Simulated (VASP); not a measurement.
Runs of VASP 6.6.1 on WC. The structure is that of space group P-6m2 (No. 187), or close to it. The cells are those of the table. 

```tsv
task	cell	k mesh	cutoff (eV)	smearing	gap on the mesh (eV)	pressure (GPa)
relaxation of cell and atoms	relaxed from a = 2.882, b = 2.882, c = 2.824 Å, angles 90.0, 90.0, 120.0°, 2 atoms	9 × 9 × 8	600	gaussian 0.1 eV	none	0.0
single point	a = 2.913, b = 2.913, c = 2.836 Å, angles 90.0, 90.0, 120.0°, 2 atoms	21 × 21 × 20	520	gaussian 0.1 eV	none	1.7
single point	a = 2.915, b = 2.915, c = 2.835 Å, angles 90.0, 90.0, 120.0°, 2 atoms	9 × 9 × 8	520	gaussian 0.1 eV	none	(a)
single point	a = 2.913, b = 2.913, c = 2.835 Å, angles 90.0, 90.0, 120.0°, 2 atoms	21 × 21 × 20	520	fermi-dirac 0.15 eV	none	1.7
single point	a = 2.882, b = 2.882, c = 2.824 Å, angles 90.0, 90.0, 120.0°, 2 atoms	9 × 9 × 6	520	gaussian 0.1 eV	none	12.9
```

Alike in all rows: level r2SCAN; potentials or basis VASP PAW PBE potentials, release 64 (W_sv, C); no spin polarisation.

**Question.** Estimate the missing entries.

**Answer.** (a) 1.4.

Caveats: some runs use coarse meshes; the PAW data sets were made with another functional, which shifts forces and pressure a little; spin-orbit coupling is left out, which moves the levels of the heavy elements.

A k mesh can miss the band edges, and the runs leave out spin-orbit coupling on W.

A gap of «none» marks levels without a gap at the run's occupations.
